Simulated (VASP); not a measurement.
A run of VASP 6.6.1:

INCAR

```
SYSTEM = Al5H
PREC = Accurate
ENCUT = 600
EDIFF = 1E-7
ISMEAR = 0
SIGMA = 0.1
LREAL = .False.
LASPH = .True.
NELM = 60
ALGO = Normal
ISIF = 3
LWAVE = .False.
LCHARG = .False.
GGA = PE
IBRION = 2
NSW = 90
EDIFFG = -0.04
```

Contents of KPOINTS:

```
regular mesh
0
Gamma
  4 4 4
  0 0 0
```

File POSCAR:

```
Al5H
1.0
    0.0000000000      3.6074605200      3.6074605200
    3.6074605200      0.0000000000      3.6074605200
    3.6074605200      3.6074605200      0.0000000000
Al H
5 1
Direct
    0.2500000000      0.2500000000      0.2500000000
    0.1295901500      0.6234699500      0.6234699500
    0.6234699500      0.6234699500      0.6234699500
    0.6234699500      0.6234699500      0.1295901500
    0.6234699500      0.1295901500      0.6234699500
    0.0000000000      0.0000000000      0.0000000000
```

Potentials or basis: VASP PAW PBE potentials, release 64 (Al, H).

The run is started by

```console
$ cat potpaw_PBE.64/Al/POTCAR potpaw_PBE.64/H/POTCAR > POTCAR
$ mpirun -np 1 vasp_std > vasp.out
```

Hardware: 1 thread of Intel Xeon 8259CL, on a shared host.

Task: How long does it take, and how much memory?

Result: Wall time 85 s on 1 thread of Intel Xeon 8259CL (shared host), peak memory 0.25 GiB. Counts: scf iterations 35, k points 8, ion steps 4.
